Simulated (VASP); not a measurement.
# Si4O7 in VASP: a series of runs, part 2 of 2

VASP 6.6.1. The steps go on from the part before.

## Step 3: Single point, PBE

File INCAR:

```
SYSTEM = Si4O7
  PREC = Accurate
  ENCUT = 520
  EDIFF = 1E-6
  ISMEAR = -1
  SIGMA = 0.05
  LREAL = Auto
  LASPH = .TRUE.
  NELM = 120
  ALGO = Normal
  ISIF = 2
  LWAVE = .FALSE.
  LCHARG = .FALSE.
  GGA = PE
  NBANDS = 75
  ISYM = -1
  GGA_COMPAT = .FALSE.
```

File KPOINTS:

```
explicit points
1
Reciprocal
  0.25000000   0.25000000   0.25000000 1
```

File POSCAR:

```
Si4O7
1.0
    7.0842070000      0.0663610000      0.0972760000
    0.0663610000      6.9740900000     -0.0358550000
    0.0972760000     -0.0358550000      7.1323860000
Si O
8 14
Direct
    0.4486870626      0.1015064017      0.1585581640
    0.5559550712      0.1731092779      0.5735997389
    0.6646539930      0.6423291669      0.8960681363
    0.3210065711      0.2752386614      0.7940179411
    0.0262906229      0.5809139678      0.6328257085
    0.1692391973      0.7781633625      0.3142994694
    0.8277192640      0.0688700601      0.8705138949
    0.9133268020      0.6098429127      0.2508336116
    0.1859591726      0.7356999165      0.5394747502
    0.3554012762      0.0772383955      0.6696222510
    0.7418933456      0.5618847268      0.1092020202
    0.5325512222      0.2102060784      0.3519102144
    0.1445672731      0.5744958916      0.1891976436
    0.1467319941      0.4111741446      0.7344797586
    0.8893780084      0.6746330155      0.7919503840
    0.6365796203      0.0455388551      0.0325794028
    0.3244180379      0.2451245153      0.0232920443
    0.9388835422      0.8387081568      0.2814787429
    0.5145032169      0.3669098286      0.6988178622
    0.3293687661      0.9167713626      0.2367656716
    0.8903215584      0.5026206618      0.4639620660
    0.7377074896      0.0692297255      0.6630133307
```

Potentials or basis: VASP PAW PBE potentials, release 64 (Si, O).

Launch:

```sh
cat potpaw_PBE.64/Si/POTCAR potpaw_PBE.64/O/POTCAR > POTCAR
mpirun -np 1 vasp_std > vasp.out
```

OUTCAR:

```text
SYSTEM = Si4O7
   PREC = Accurate
   ENCUT = 520
   EDIFF = 1E-6
   ISMEAR = -1
   LREAL = Auto
   LASPH = .TRUE.
   NELM = 120
   ISIF = 2
   GGA = PE
   ISYM = -1

 ion  position               nearest neighbor table
   1  0.449  0.102  0.159-  16 1.62  20 1.65  17 1.66  12 1.69   4 3.03   2 3.11
   2  0.556  0.173  0.574-  22 1.62  12 1.62  19 1.63  10 1.71   4 2.35   7 2.99   1 3.11
   3  0.665  0.642  0.896-  11 1.73  15 1.76   8 3.13
   4  0.321  0.275  0.794-  14 1.61  10 1.64  17 1.65  19 1.66   2 2.35   1 3.03
   5  0.026  0.581  0.633-  15 1.60  14 1.63  21 1.66   9 1.71   6 2.84   8 2.87
   6  0.169  0.778  0.314-  20 1.60   9 1.64  13 1.68  18 1.70   8 2.23   5 2.84
   7  0.828  0.069  0.871-  22 1.63  16 1.77   2 2.99
   8  0.913  0.610  0.251-  18 1.62  11 1.64  13 1.70  21 1.71   6 2.23   5 2.87   3 3.13
   9  0.186  0.736  0.539-   6 1.64   5 1.71
  10  0.355  0.077  0.670-   4 1.64   2 1.71
  11  0.742  0.562  0.109-   8 1.64   3 1.73
  12  0.533  0.210  0.352-   2 1.62   1 1.69
  13  0.145  0.574  0.189-   6 1.68   8 1.70
  14  0.147  0.411  0.734-   4 1.61   5 1.63
  15  0.889  0.675  0.792-   5 1.60   3 1.76
  16  0.637  0.046  0.033-   1 1.62   7 1.77
  17  0.324  0.245  0.023-   4 1.65   1 1.66
  18  0.939  0.839  0.281-   8 1.62   6 1.70
  19  0.515  0.367  0.699-   2 1.63   4 1.66
  20  0.329  0.917  0.237-   6 1.60   1 1.65
  21  0.890  0.503  0.464-   5 1.66   8 1.71
  22  0.738  0.069  0.663-   2 1.62   7 1.63

IMPORTANT INFORMATION: All symmetrisations will be switched off!
NOSYMM: (Re-)initialisation of all symmetry stuff for point group C_1.

----------------------------------------------------------------------------------------

                                     Primitive cell

  volume of cell :     352.2750

  direct lattice vectors                    reciprocal lattice vectors
     7.084207000  0.066361000  0.097276000     0.141198275 -0.001353488 -0.001932556
     0.066361000  6.974090000 -0.035855000    -0.001353488  0.143404563  0.000739364
     0.097276000 -0.035855000  7.132386000    -0.001932556  0.000739364  0.140235610

  length of vectors
     7.085185617  6.974497881  7.133139439     0.141217986  0.143412856  0.140250874

  position of ions in fractional coordinates (direct lattice)
     0.448687063  0.101506402  0.158558164
     0.555955071  0.173109278  0.573599739
     0.664653993  0.642329167  0.896068136
     0.321006571  0.275238661  0.794017941
     0.026290623  0.580913968  0.632825709
     0.169239197  0.778163363  0.314299469
[... 14 lines left out ...]
     0.890321558  0.502620662  0.463962066
     0.737707490  0.069229726  0.663013331

  ion indices of the primitive-cell ions
   primitive index   ion index
                 1           1
                 2           2
                 3           3
                 4           4
                 5           5
                 6           6
[... 14 lines left out ...]
                21          21
                22          22

----------------------------------------------------------------------------------------

 KPOINTS: explicit points

Read explicit list of k-points.

 Found      1 k-points:

 Following reciprocal coordinates:
            Coordinates               Weight
  0.250000  0.250000  0.250000      1.000000
   k-points           NKPTS =      1   k-points in BZ     NKDIM =      1   number of bands    NBANDS=     75
   number of dos      NEDOS =    301   number of ions     NIONS =     22
   total plane-waves  NPLWV = 157464
   dimension x,y,z NGX =    54 NGY =   54 NGZ =   54
   dimension x,y,z NGXF=   108 NGYF=  108 NGZF=  108
   ions per type =               8  14
   NGX,Y,Z   is equivalent  to a cutoff of  12.67, 12.87, 12.59 a.u.
   NGXF,Y,Z  is equivalent  to a cutoff of  25.34, 25.74, 25.17 a.u.
 SYSTEM =  Si4O7
   PREC   = accura    normal or accurate (medium, high low for compatibility)
   ISTART =      0    job   : 0-new  1-cont  2-samecut
   ICHARG =      2    charge: 1-file 2-atom 10-const
   ISPIN  =      1    spin polarized calculation?
   LNONCOLLINEAR =      F non collinear calculations
   LSORBIT =      F    spin-orbit coupling
   LASPH  =      T    aspherical Exc in radial PAW
   ENCUT  =  520.0 eV  38.22 Ry    6.18 a.u.  13.17 12.97 13.26*2*pi/ulx,y,z
   NELM   =    120;   NELMIN=  2; NELMDL= -5     # of ELM steps
   EDIFF  = 0.1E-05   stopping-criterion for ELM
   LREAL  =      T    real-space projection
   EDIFFG = 0.1E-04   stopping-criterion for IOM
   NSW    =      0    number of steps for IOM
   IBRION =     -1    ionic relax: 0-MD 1-quasi-New 2-CG
   NFREE  =      0    steps in history (QN), initial steepest desc. (CG)
   ISIF   =      2    stress and relaxation
   ISYM   =     -1    0-nonsym 1-usesym 2-fastsym
   POTIM  = 0.5000    time-step for ionic-motion
   TEBEG  =    0.0;   TEEND  =   0.0 temperature during run
   PSTRESS=    0.0 pullay stress
   NELECT =     116.0000    total number of electrons
   NUPDOWN=      -1.0000    fix difference up-down
   EMIN   =  10.00;   EMAX   =-10.00  energy-range for DOS
   EFERMI =   0.00;   METHOD = LEGACY
   ISMEAR =    -1;   SIGMA  =   0.05  broadening in eV -4-tet -1-fermi 0-gaus
   EFERMI_NEDOS =   21; number of points for ismear=-14 and -15
   IALGO  =     38    algorithm
   IMIX   =      4    mixing-type and parameters
     AMIX     =   0.40;   BMIX     =  1.00
     AMIX_MAG =   1.60;   BMIX_MAG =  1.00
  volume/ion in A,a.u.               =      16.01       108.06
  Fermi-wavevector in a.u.,A,eV,Ry     =   1.130490  2.136317 17.388364  1.278009
  Thomas-Fermi vector in A             =   2.267187
   LORBIT       =      0    0 simple, 1 ext, 2 COOP (PROOUT), +10 PAW based schemes
   GGA     = PE    functional components
   LHFCALC =     F    Hartree Fock is set to
   AEXX    =    0.0000 exact exchange contribution
   IVDW    =     0    specifies the selected vdW correction
   LEPSILON=     F    determine dielectric tensor
   LRPA    =     F    only Hartree local field effects (RPA)
 non-spin polarized calculation
  energy-cutoff  :      520.00
  volume of cell :      352.27
 maximum number of plane-waves:      9479
 NGX is ok and might be reduce to    54
   NGX = 27   NGY = 25   NGZ = 27

 number of electron     116.0000001 magnetization

 Free energy of the ion-electron system (eV)
  ---------------------------------------------------
  ext. energy  EPLUGINS =         0.00000000
  ---------------------------------------------------
  free energy    TOTEN  =      -162.93941022 eV

  energy without entropy =     -162.93941022  energy(sigma->0) =     -162.93941022

 E-fermi :   2.3941     XC(G=0):  -8.1446

 val. band max:        1.1502588250   @ k =   0.2500   0.2500   0.2500
 cond. band min:       4.4755326947   @ k =   0.2500   0.2500   0.2500
 fundamental gap:      3.3252738697
 Fermi energy:         2.3940939870

 k-point     1 :       0.2500    0.2500    0.2500
  band No.  band energies     occupation
      1     -19.7801      2.00000
      2     -19.5703      2.00000
      3     -18.9948      2.00000
      4     -18.7131      2.00000
      5     -18.4874      2.00000
      6     -18.2625      2.00000
[... 62 lines left out ...]
     69       8.4050      0.00000
     70       8.6514      0.00000
 [bands above 70 left out]

------------------------ aborting loop because EDIFF is reached ----------------------------------------

  FORCE on cell =-STRESS in cart. coord.  units (eV):
  Direction    XX          YY          ZZ          XY          YZ          ZX
  --------------------------------------------------------------------------------------
  -------------------------------------------------------------------------------------
  Total        1.0094949      8.0187757     -6.0628535     -0.7450315      6.8216658     -0.7551609
  in kB        4.5912712     36.4700935    -27.5743884     -3.3884686     31.0255329     -3.4345378
  external PRESSURE =       4.4956588 kB  Pullay stress =       0.0000000 kB

 VOLUME and BASIS-vectors are now :
 -----------------------------------------------------------------------------
  energy-cutoff  :      520.00
  volume of cell :      352.27
      direct lattice vectors                 reciprocal lattice vectors
     7.084207000  0.066361000  0.097276000     0.141198275 -0.001353488 -0.001932556
     0.066361000  6.974090000 -0.035855000    -0.001353488  0.143404563  0.000739364
     0.097276000 -0.035855000  7.132386000    -0.001932556  0.000739364  0.140235610

 POSITION                                       TOTAL-FORCE (eV/Angst)
 -----------------------------------------------------------------------------------
      3.20075      0.73201      1.17090         0.699487      0.609350      0.430863
      4.00579      1.22361      4.13901        -1.139329     -0.932183     -0.581234
      4.83834      4.49164      6.43273         0.832860      0.174512      0.398434
      2.36958      1.91237      5.68460        -1.117656      0.237589      1.025374
      0.28636      4.03040      4.49529         1.369372      0.083772     -0.560198
      1.28114      5.42694      2.23027         0.672384      0.708897      0.030365
[... 14 lines left out ...]
      6.38571      3.54777      3.37774         0.059210      0.280117     -1.028015
      5.29516      0.50800      4.79815         0.023365     -0.260910     -1.455101
 -----------------------------------------------------------------------------------
    total drift:                                0.011355     -0.002236     -0.000140

  FREE ENERGIE OF THE ION-ELECTRON SYSTEM (eV)
  ---------------------------------------------------
  free  energy   TOTEN  =      -162.9394102188 eV

  energy  without entropy=     -162.9394102188  energy(sigma->0) =     -162.93941022
```

Wall time 87 s (1 thread of Intel Xeon Platinum 8259CL at 2.50GHz (Skylake/Cascade Lake), shared host); peak memory 0.37 GiB.

What came out:

* Free energy: -162.9394 eV
* Pressure: 0.4 GPa
* Largest force: 3.098 eV/Å

Forces in eV/Å, atoms in the order of the input:
```
Si   0.699  0.609  0.431
Si  -1.139 -0.932 -0.581
Si   0.833  0.175  0.398
Si  -1.118  0.238  1.025
Si   1.369  0.084 -0.560
Si   0.672  0.709  0.030
Si   0.043 -0.152  2.073
Si  -1.736 -2.505 -0.556
O   -0.815 -0.935  0.236
O    0.163 -0.259 -0.359
O    0.421 -0.106  0.110
O   -0.308 -0.727 -0.815
O   -0.350  0.344  0.518
O   -0.451 -0.197 -0.026
O   -1.332  0.377  0.943
O    0.902 -0.269 -1.027
O   -0.017 -0.345  0.021
O    0.617  1.254  0.509
O    0.947  1.826  0.623
O    0.516  0.792 -0.511
O    0.059  0.280 -1.028
O    0.023 -0.261 -1.455
```

Stress tensor (GPa, compression positive):
```
 0.46 -0.34 -0.34
-0.34  3.65  3.10
-0.34  3.10 -2.76
```

Caveat: the atoms stand as in a frame of molecular dynamics.

## Step 4: Single point, PBE

File INCAR:

```
SYSTEM = Si4O7
PREC = Accurate ; ENCUT = 520
EDIFF = 1E-6 ; ISMEAR = -1
SIGMA = 0.05 ; LREAL = Auto
LASPH = .TRUE. ; NELM = 120
ALGO = Normal ; ISIF = 2
LWAVE = .FALSE. ; LCHARG = .FALSE.
GGA = PE ; ISYM = -1
NBANDS = 75 ; GGA_COMPAT = .FALSE.
```

KPOINTS is that of step 3.

File POSCAR:

```
Si4O7
1.0
    7.0842070000      0.0663610000      0.0972760000
    0.0663610000      6.9740900000     -0.0358550000
    0.0972760000     -0.0358550000      7.1323860000
Si O
8 14
Direct
    0.4563481423      0.1169906031      0.1718788041
    0.5268853252      0.1901704278      0.5823264843
    0.6519080879      0.6454426168      0.9158882222
    0.2869041160      0.2783340769      0.8131124400
    0.0098055509      0.5814761689      0.6492773923
    0.1907624914      0.7912766932      0.3431895881
    0.8235451660      0.0659600042      0.8742793529
    0.9379129141      0.6007930318      0.2491009345
    0.1668892281      0.7366223542      0.5684152930
    0.3337765749      0.0850225338      0.6714140307
    0.7838579099      0.5376989956      0.0972188880
    0.5183827716      0.2393185612      0.3579579911
    0.1817177469      0.5739636881      0.2235501125
    0.1056078890      0.4112569871      0.7739363106
    0.8452000680      0.6893947488      0.7786179221
    0.6433319952      0.0549351930      0.0275034102
    0.3176495504      0.2229018068      0.0298927269
    0.9725954122      0.8449347641      0.2682887528
    0.4810654766      0.3889779329      0.7237511652
    0.3759131531      0.9249186379      0.2873461461
    0.9087138748      0.4966217206      0.4586176801
    0.7151846585      0.0856826976      0.6649620268
```

Launch:

```sh
cat potpaw_PBE.64/Si/POTCAR potpaw_PBE.64/O/POTCAR > POTCAR
mpirun -np 1 vasp_std > vasp.out
```

It took 83 s on 1 thread of Intel Xeon Platinum 8259CL at 2.50GHz (Skylake/Cascade Lake), shared host; peak memory 0.37 GiB.

It converged, with:

```yaml
Free_energy: -162.9976 eV
Pressure: -2.6 GPa
Largest_force: 2.200 eV/Å
```

Forces in eV/Å, atoms in the order of the input:
```
Si   1.675 -1.424  0.058
Si   0.299  0.335  0.576
Si   0.503 -0.300  0.862
Si   1.063 -0.436 -0.607
Si   0.136  0.472 -1.003
Si   0.642 -0.693 -0.942
Si   0.160  0.159 -0.392
Si   1.057 -0.053 -0.130
O    0.185 -0.059  0.180
O   -0.565  0.922  0.211
O    0.006  0.334  0.192
O    0.335  0.113  0.140
O   -0.584  0.864  0.288
O   -0.552  0.223 -0.079
O   -0.066 -0.190 -0.170
O   -1.195  0.312  1.500
O   -1.006  0.270  0.469
O   -0.288 -0.316  0.473
O    0.104 -0.508 -0.474
O   -1.389 -0.463 -0.561
O   -0.565  0.178 -0.050
O    0.044  0.260 -0.537
```

Stress tensor (GPa, compression positive):
```
-2.24 -0.61 -0.51
-0.61 -0.98  1.36
-0.51  1.36 -4.68
```

Levels at points of the mesh, in eV from the Fermi level:
```csv
k point,band 54,band 55,band 56,band 57,band 58,band 59,band 60,band 61,band 62,band 63
"(0.25, 0.25, 0.25)",-3.08,-2.86,-2.19,-1.63,-1.25,2.34,2.53,3.14,3.83,4.24
```

Caveat: the atoms stand as in a frame of molecular dynamics.

## Step 5: Single point, PBE

File INCAR:

```
PREC = Accurate
ENCUT = 520
EDIFF = 1E-6
ISMEAR = -1
SIGMA = 0.05
LREAL = Auto
LASPH = T
NELM = 120
ALGO = Normal
ISIF = 2
LWAVE = F
LCHARG = F
GGA = PE
NBANDS = 75
ISYM = -1
GGA_COMPAT = F
```

KPOINTS is that of step 4.

File POSCAR:

```
Si4O7
1.0
    7.0842070000      0.0663610000      0.0972760000
    0.0663610000      6.9740900000     -0.0358550000
    0.0972760000     -0.0358550000      7.1323860000
Si O
8 14
Direct
    0.4432407271      0.1003020305      0.1816562710
    0.5037314788      0.1698688617      0.6050440434
    0.6568040259      0.6097191410      0.9748524843
    0.2767944279      0.2966144579      0.8303522351
   -0.0067115540      0.5883089110      0.6592918119
    0.1843305993      0.7578234092      0.3409572638
    0.7989893601      0.0406554109      0.8753654402
    0.9460308136      0.5598668925      0.2663407356
    0.1685310128      0.7156583683      0.5689236264
    0.2949108228      0.1002498182      0.6893273460
    0.8144090049      0.4706473043      0.1042436022
    0.4948576487      0.1978845421      0.3804449700
    0.1854693312      0.5497038053      0.2405729184
    0.0915313134      0.4343872817      0.7988594779
    0.8170991045      0.6687613852      0.7972277870
    0.6324169069      0.0243981404      0.0633006694
    0.3013231584      0.2353487233      0.0531106865
    0.9519357851      0.7970468310      0.2810973226
    0.4929142685      0.3674986057      0.7446000447
    0.3237207286      0.9182754708      0.2661054112
    0.8964807762      0.4794107079      0.4787556656
    0.6839334882      0.0369142897      0.6620022035
```

Launch:

```sh
cat potpaw_PBE.64/Si/POTCAR potpaw_PBE.64/O/POTCAR > POTCAR
mpirun -np 1 vasp_std > vasp.out
```

It took 100 s on 1 thread of Intel Xeon Platinum 8259CL at 2.50GHz (Skylake/Cascade Lake), shared host; peak memory 0.37 GiB.

Results (log left out):

```
Free energy   : -162.9610 eV
Pressure      : -0.9 GPa
Largest force : 2.313 eV/Å
```

Forces in eV/Å, atoms in the order of the input:
```
Si  -0.521 -0.346 -0.243
Si   0.317 -0.421 -0.517
Si   0.989 -0.533 -0.380
Si   0.094 -0.711  0.702
Si  -0.188 -0.563 -0.001
Si  -0.659  2.208  0.206
Si  -0.525 -0.146  0.071
Si  -0.721 -0.964 -0.714
O   -0.272  0.541  0.628
O   -0.430  0.544  0.392
O   -0.319  0.664  0.390
O    0.591  0.988  0.111
O   -0.028 -1.403 -0.634
O    1.453 -0.977  0.362
O   -0.091  0.603 -0.073
O    0.019  0.486 -1.060
O    0.388 -0.302 -0.396
O    0.444  0.314  0.231
O   -0.475  0.421  0.013
O   -0.015 -0.568 -0.234
O   -0.160 -0.120  0.073
O    0.106  0.285  1.071
```

Stress tensor (GPa, compression positive):
```
-2.30  0.94  0.37
 0.94  3.18  2.00
 0.37  2.00 -3.58
```

Levels at points of the mesh, in eV from the Fermi level:
```csv
k point,band 54,band 55,band 56,band 57,band 58,band 59,band 60,band 61,band 62,band 63
"(0.25, 0.25, 0.25)",-3.05,-2.80,-2.42,-1.66,-1.29,2.32,2.46,3.43,3.98,4.48
```

Caveat: the atoms stand as in a frame of molecular dynamics.

## Step 6: Overview

```csv
cell,smearing,pressure (GPa),largest force (eV/Å)
"as given, atomic positions A",fermi-dirac 0.1379 eV,1.7,9.62
"as given, atomic positions B",fermi-dirac 0.05 eV,0.4,3.10
"as given, atomic positions C",fermi-dirac 0.05 eV,-2.6,2.20
"as given, atomic positions D",fermi-dirac 0.05 eV,-0.9,2.31
```

Alike in all rows: task single point; level PBE; potentials or basis VASP PAW PBE potentials, release 64 (Si, O); no spin polarisation; k mesh 1 × 1 × 1, shifted; cutoff (eV) 520.

Caveats: the atoms stand as in a frame of molecular dynamics.

Absolute energies hang on the potentials; compare differences alone.
